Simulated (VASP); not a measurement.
TiAl4Ni3, 8 atoms in the cell. The structure is tetragonal, space group P4/mmm (No. 123). Conventional cell: a = 2.643 Å, b = 2.643 Å, c = 15.297 Å, α = 90.00°, β = 90.00°, γ = 90.00°. Within 3.5 Å of Ti (site symmetry 4/mmm) lie 4 Ti at 2.64 Å and 8 Al at 2.67 Å. Al (site symmetry 4mm) has 4 Al at 2.64 Å and 4 Ti at 2.67 Å and 4 Ni at 2.67 Å within 3.5 Å. Within 3.5 Å of Al (site symmetry 4mm) lie 4 Al at 2.64 Å and 8 Ni at 2.67 Å. Within 3.5 Å of Ni (site symmetry 4mm) lie 4 Ni at 2.64 Å and 8 Al at 2.67 Å. Within 3.5 Å of Ni (site symmetry 4/mmm) lie 4 Ni at 2.64 Å and 8 Al at 2.67 Å. 

```yaml
Program: VASP 6.6.1
Task: relaxation of cell and atoms
Functional: PBE
Potentials_or_basis: VASP PAW PBE potentials, release 64 (Ti_sv, Al, Ni)
Cutoff: 600 eV
k_mesh: 6 × 6 × 1
Occupations: gaussian, width 0.1 eV
Spin: collinear spin, ferromagnetic start
Starting_moments: "[0.0, 0.0, 0.0, 0.0, 0.0, 2.0, 2.0, 2.0] μB"
Dipole_correction: no
Further_INCAR_settings: ALGO = Normal; EDIFF = 1e-06; IBRION = 2; EDIFFG = -0.04; NSW = 90; ISIF = 3
```

Potentials or basis: VASP PAW PBE potentials, release 64 (Ti_sv, Al, Ni).

Command:

```bash
$ cat potpaw_PBE.64/Ti_sv/POTCAR potpaw_PBE.64/Al/POTCAR potpaw_PBE.64/Ni/POTCAR > POTCAR
$ mpirun -np 1 vasp_std > vasp.out
```

Hardware: 1 thread of AMD EPYC 9R45 96-Core Processor (Zen 5), with other jobs on the host.

Task: Estimate the wall time of this run.

Result: Run time: 16 min on 1 thread of AMD EPYC 9R45 96-Core Processor (Zen 5), with other jobs on the host, peak memory 0.33 GiB. Counts: scf iterations 186, k points 10, ion steps 16.
